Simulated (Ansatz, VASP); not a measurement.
**Two plane-wave programs on Mo**

Contents of INCAR:

```
PREC = Accurate ; ENCUT = 520
EDIFF = 1E-7 ; ISMEAR = 0
SIGMA = 0.15 ; LREAL = F
LASPH = T ; NELM = 80
ALGO = Fast ; ISIF = 2
LWAVE = F ; LCHARG = T
GGA = PE ; LELF = T
LVHAR = T ; NBANDS = 13
```

KPOINTS

```
regular mesh
0
Gamma
  22 22 22
```

File POSCAR:

```
Mo
1.0
   -1.5710000000      1.5474350000      1.5710000000
    1.5710000000     -1.5474350000      1.5710000000
    1.5710000000      1.5474350000     -1.5710000000
Mo
1
Direct
    0.0000000000      0.0000000000      0.0000000000
```

Input for Ansatz:

```yaml
crystal:
  lattice:
    - [-1.571, 1.547435, 1.571]
    - [1.571, -1.547435, 1.571]
    - [1.571, 1.547435, -1.571]
  atoms:
    - { symbol: Mo, position: [0.0, 0.0, 0.0] }
basis:
  ecutwfc: 420
kpoints:
  mp_grid: { grid: [22, 22, 22] }
hamiltonian:
  xc: pbe
scf:
  occupations: { method: gaussian, width: 0.15 }
output:
  forces: true
  stress: true
  eigenvalues: true
```

Change from the starting cell: strain -0.0150 x Voigt [0, 1, 0, 0, 0, 0], atoms carried along.

Alike in both runs: task single point; functional PBE; k mesh 22 × 22 × 22; occupations gaussian, width 0.15 eV; no spin polarisation.

|  | VASP | Ansatz |
| --- | --- | --- |
| version | VASP 6.6.1 | Ansatz 0.2.0 |
| potentials or method | VASP PAW PBE potentials, release 64 (Mo_sv), cutoff 520 eV | scalar-relativistic, plane waves, PAW |
| valence electrons in the cell | 14 | 14 |

Ansatz gave:

* gap on the k mesh at the Fermi level (eV): none
* pressure (GPa): 9.2
* traceless stress, the component that is largest in VASP (GPa): 3.26

Problem. What did VASP give for the same quantities?

Solution. gap on the k mesh at the Fermi level (eV): none; pressure (GPa): 9.8; traceless stress, the component that is largest in VASP (GPa): 3.26.

A gap of «none» marks a metal or a gap that the smearing closes.
